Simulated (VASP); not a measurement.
# CdS in VASP: settings compared, part 2 of 2

VASP 6.6.1. Earlier steps stand in the parts before.

## Step 4: Single point, r2SCAN

POSCAR reads:

```
CdS
1.0
    0.0000000000      2.9392148416      2.9392148416
    2.9392148416      0.0000000000      2.9392148416
    2.9392148416      2.9392148416      0.0000000000
Cd S
1 1
Direct
    0.0000000000      0.0000000000      0.0000000000
    0.2500000000      0.2500000000      0.2500000000
```

INCAR.step1 reads:

```
PREC = Accurate
ENCUT = 520
ISMEAR = 0
SIGMA = 0.01
LREAL = False
LASPH = True
NELM = 80
NBANDS = 16
GGA = PE
ALGO = Normal
EDIFF = 1E-4
LWAVE = True
LCHARG = False
```

INCAR.step2 reads:

```
PREC = Accurate
ENCUT = 520
EDIFF = 1E-7
ISMEAR = 0
SIGMA = 0.01
LREAL = False
LASPH = True
NELM = 80
ALGO = Normal
ISIF = 2
LWAVE = False
LCHARG = False
METAGGA = R2SCAN
LMIXTAU = True
NBANDS = 16
ISTART = 1
```

KPOINTS reads:

```
Automatic mesh
0
Gamma
  8 8 8
```

Potentials or basis: VASP PAW PBE potentials, release 64 (Cd, S).

The run is started by

```
> cat potpaw_PBE.64/Cd/POTCAR potpaw_PBE.64/S/POTCAR > POTCAR
> cp INCAR.step1 INCAR
> mpirun -np 1 vasp_std > vasp.out
> cp INCAR.step2 INCAR
> mpirun -np 1 vasp_std > vasp.out
```

OUTCAR:

```text
PREC = Accurate
   ENCUT = 520
   EDIFF = 1E-7
   ISMEAR = 0
   LREAL = False
   LASPH = True
   NELM = 80
   ISIF = 2
   METAGGA = R2SCAN
   ISTART = 1

 ion  position               nearest neighbor table
   1  0.000  0.000  0.000-   2 2.55   2 2.55   2 2.55   2 2.55
   2  0.250  0.250  0.250-   1 2.55   1 2.55   1 2.55   1 2.55

  LATTYP: Found a face centered cubic cell.
 ALAT       =     5.8784296832

  Lattice vectors:

 A1 = (   0.0000000000,   2.9392148416,   2.9392148416)
 A2 = (   2.9392148416,   0.0000000000,   2.9392148416)
 A3 = (   2.9392148416,   2.9392148416,   0.0000000000)

Analysis of symmetry for initial positions (statically):
=====================================================================
 Subroutine PRICEL returns:
 Original cell was already a primitive cell.

 Routine SETGRP: Setting up the symmetry group for a
 face centered cubic supercell.

 Subroutine GETGRP returns: Found 24 space group operations
 (whereof 24 operations were pure point group operations)
 out of a pool of 48 trial point group operations.

The static configuration has the point symmetry T_d .

Analysis of symmetry for dynamics (positions and initial velocities):
=====================================================================
 Subroutine PRICEL returns:
 Original cell was already a primitive cell.

 Routine SETGRP: Setting up the symmetry group for a
 face centered cubic supercell.

 Subroutine GETGRP returns: Found 24 space group operations
 (whereof 24 operations were pure point group operations)
 out of a pool of 48 trial point group operations.

The dynamic configuration has the point symmetry T_d .

 Subroutine INISYM returns: Found 24 space group operations
 (whereof 24 operations are pure point group operations),
 and found     1 'primitive' translations

----------------------------------------------------------------------------------------

                                     Primitive cell

  volume of cell :      50.7837

[... 109 lines left out ...]
  volume/ion in A,a.u.               =      25.39       171.35
  Fermi-wavevector in a.u.,A,eV,Ry     =   1.158575  2.189390 18.263062  1.342297
  Thomas-Fermi vector in A             =   2.295176
   LORBIT       =      0    0 simple, 1 ext, 2 COOP (PROOUT), +10 PAW based schemes
   METAGGA = R2SCAN    functional components
   LHFCALC =     F    Hartree Fock is set to
   AEXX    =    0.0000 exact exchange contribution
   IVDW    =     0    specifies the selected vdW correction
   LEPSILON=     F    determine dielectric tensor
   LRPA    =     F    only Hartree local field effects (RPA)
 non-spin polarized calculation
 Gauss-broadening in eV      SIGMA  =   0.01
  energy-cutoff  :      520.00
  volume of cell :       50.78
 maximum number of plane-waves:      1384
   NGX = 15   NGY = 15   NGZ = 15

 number of electron      18.0000005 magnetization

 Free energy of the ion-electron system (eV)
  ---------------------------------------------------
  ext. energy  EPLUGINS =         0.00000000
  ---------------------------------------------------
  free energy    TOTEN  =       -29.68595841 eV

  energy without entropy =      -29.68595841  energy(sigma->0) =      -29.68595841

 E-fermi :   0.9472     XC(G=0):  -9.6190

 val. band max:        0.8525375066   @ k =   0.0000   0.0000   0.0000
 cond. band min:       2.3907441957   @ k =   0.0000   0.0000   0.0000
 fundamental gap:      1.5382066890
 Fermi energy:         0.9471504513

 k-point     1 :       0.0000    0.0000    0.0000
  band No.  band energies     occupation
      1     -11.8787      2.00000
      2      -7.0334      2.00000
      3      -7.0334      2.00000
      4      -7.0334      2.00000
      5      -6.5529      2.00000
      6      -6.5529      2.00000
[... 433 lines left out ...]
      3      -6.8325      2.00000
      4      -6.5764      2.00000
      5      -6.5271      2.00000
      6      -6.0786      2.00000
[... 8 lines left out ...]
     15      13.6669      0.00000
     16      14.6128      0.00000

 [... further k-points ...]

------------------------ aborting loop because EDIFF is reached ----------------------------------------

  FORCE on cell =-STRESS in cart. coord.  units (eV):
  Direction    XX          YY          ZZ          XY          YZ          ZX
  --------------------------------------------------------------------------------------
  -------------------------------------------------------------------------------------
  Total        0.0893794      0.0893794      0.0893794      0.0000000      0.0000000      0.0000000
  in kB        2.8198374      2.8198374      2.8198374      0.0000000      0.0000000      0.0000000
  external PRESSURE =       2.8198374 kB  Pullay stress =       0.0000000 kB

 VOLUME and BASIS-vectors are now :
 -----------------------------------------------------------------------------
  energy-cutoff  :      520.00
  volume of cell :       50.78
      direct lattice vectors                 reciprocal lattice vectors
     0.000000000  2.939214842  2.939214842    -0.170113458  0.170113458  0.170113458
     2.939214842  0.000000000  2.939214842     0.170113458 -0.170113458  0.170113458
     2.939214842  2.939214842  0.000000000     0.170113458  0.170113458 -0.170113458

 POSITION                                       TOTAL-FORCE (eV/Angst)
 -----------------------------------------------------------------------------------
      0.00000      0.00000      0.00000        -0.000000     -0.000000     -0.000000
      1.46961      1.46961      1.46961         0.000000      0.000000      0.000000
 -----------------------------------------------------------------------------------
    total drift:                               -0.000004     -0.000004     -0.000004

  FREE ENERGIE OF THE ION-ELECTRON SYSTEM (eV)
  ---------------------------------------------------
  free  energy   TOTEN  =       -29.6859584075 eV

  energy  without entropy=      -29.6859584075  energy(sigma->0) =      -29.68595841
```

OUTCAR.step1:

```text
PREC = Accurate
   ENCUT = 520
   ISMEAR = 0
   LREAL = False
   LASPH = True
[... 677 lines left out ...]
      0.00000      0.00000      0.00000         0.000000      0.000000      0.000000
      1.46961      1.46961      1.46961        -0.000000     -0.000000     -0.000000
 -----------------------------------------------------------------------------------
    total drift:                               -0.000001     -0.000001     -0.000001

  FREE ENERGIE OF THE ION-ELECTRON SYSTEM (eV)
  ---------------------------------------------------
  free  energy   TOTEN  =        -6.1392712807 eV

  energy  without entropy=       -6.1392712807  energy(sigma->0) =       -6.13927128
```

OSZICAR.step1:

```text
N       E                     dE             d eps       ncg     rms          rms(c)
DAV:   1     0.110418638097E+03    0.11042E+03   -0.88930E+03   944   0.102E+03
DAV:   2    -0.238957670241E+01   -0.11281E+03   -0.10601E+03  1128   0.255E+02
DAV:   3    -0.666123855438E+01   -0.42717E+01   -0.42649E+01  1184   0.517E+01
DAV:   4    -0.668685060095E+01   -0.25612E-01   -0.25610E-01  1192   0.392E+00
DAV:   5    -0.668720745174E+01   -0.35685E-03   -0.35685E-03  1128   0.436E-01    0.772E+00
DAV:   6    -0.615738100489E+01    0.52983E+00   -0.84914E-01  1408   0.114E+01    0.626E+00
DAV:   7    -0.613885721077E+01    0.18524E-01   -0.19168E-01  1128   0.299E+00    0.308E+00
DAV:   8    -0.613912121494E+01   -0.26400E-03   -0.17276E-02  1104   0.165E+00    0.291E-01
DAV:   9    -0.613905404648E+01    0.67168E-04   -0.20239E-03  1136   0.652E-01    0.592E-02
DAV:  10    -0.613918537985E+01   -0.13133E-03   -0.24452E-04  1120   0.155E-01    0.693E-02
DAV:  11    -0.613927128069E+01   -0.85901E-04   -0.13848E-04  1048   0.919E-02
   1 F= -.61392713E+01 E0= -.61392713E+01  d E =-.323897E-68
```

It took 2.6 min on 1 thread of AMD EPYC 7R13, shared host; peak memory 0.16 GiB.

Results:

```yaml
Free_energy: -29.6860 eV
Pressure: 0.3 GPa
Band_gap_on_the_k_mesh: 1.54 eV, direct
```

Caveat: the PAW data sets were made with another functional, which shifts forces and pressure a little.

## Step 5: Single point, PBE (epitaxial xy strain -1.0%)

INCAR reads:

```
SYSTEM = CdS
  PREC = Accurate
  ENCUT = 520
  EDIFF = 1E-7
  ISMEAR = -1
  SIGMA = 0.02
  LREAL = .False.
  LASPH = .True.
  NELM = 60
  ALGO = Normal
  ISIF = 2
  LWAVE = .False.
  LCHARG = .False.
  GGA = PE
  NBANDS = 16
```

KPOINTS reads:

```
regular mesh
0
Gamma
  8 8 8
  0 0 0
```

POSCAR reads:

```
CdS
1.0
    0.0000000000      2.9098226932      2.9816746343
    2.9098226932      0.0000000000      2.9816746343
    2.9098226932      2.9098226932      0.0000000000
Cd S
1 1
Direct
    0.0000000000      0.0000000000      0.0000000000
    0.2500000000      0.2500000000      0.2500000000
```

The run is started by

```
> cat potpaw_PBE.64/Cd/POTCAR potpaw_PBE.64/S/POTCAR > POTCAR
> mpirun -np 1 vasp_std > vasp.out
```

Wall time 73 s (1 thread of AMD EPYC 7R13, shared host); peak memory 0.17 GiB.

Results (log left out):

- Free energy: -6.1346 eV
- Pressure: 2.0 GPa
- Band gap on the k mesh: 1.09 eV, direct

Stress tensor (GPa, compression positive):
```
2.20 0.00 0.00
0.00 2.20 0.00
0.00 0.00 1.75
```

Levels at points of the mesh, in eV from the valence-band top:
| k point | band 7 | band 8 | band 9 | band 10 | band 11 | band 12 |
| --- | --- | --- | --- | --- | --- | --- |
| (0.00, 0.00, 0.00) | -0.08 | 0.00 | 0.00 | 1.09 | 6.53 | 6.53 |
| (0.50, 0.00, 0.00) | -4.32 | -0.80 | -0.70 | 2.96 | 6.90 | 7.08 |
| (0.50, 0.50, 0.00) | -3.99 | -1.78 | -1.78 | 3.62 | 4.44 | 8.98 |
| (0.50, 0.00, 0.50) | -3.85 | -1.89 | -1.85 | 3.53 | 4.24 | 9.21 |

Caveat: the cell differs from its parent crystal (epitaxial xy strain -1.0%).

## Step 6: The runs side by side

| level | cell | k mesh | smearing | gap on the mesh (eV) | pressure (GPa) |
| --- | --- | --- | --- | --- | --- |
| PBE | a = 4.157, b = 4.157, c = 4.105 Å, angles 60.4, 60.4, 60.8°, 2 atoms | 4 × 4 × 4 | gaussian 0.01 eV | 1.03 | 1.8 |
| PBE | a = 4.157 Å, angles 60.0°, 2 atoms | 8 × 8 × 8 | fermi-dirac 0.02 eV | 1.10 | 1.7 |
| r2SCAN | a = 4.157 Å, angles 60.0°, 2 atoms | 8 × 8 × 8 | gaussian 0.01 eV | 1.54 | 0.3 |
| PBE | a = 4.166, b = 4.166, c = 4.115 Å, angles 60.4, 60.4, 59.2°, 2 atoms | 8 × 8 × 8 | fermi-dirac 0.02 eV | 1.09 | 2.0 |

Alike in all rows: task single point; potentials or basis VASP PAW PBE potentials, release 64 (Cd, S); no spin polarisation; cutoff (eV) 520.

Caveats: some runs use coarse meshes; the PAW data sets were made with another functional, which shifts forces and pressure a little (some runs).

Total energies depend on the potentials used, so only differences within one code and one set of settings carry meaning.
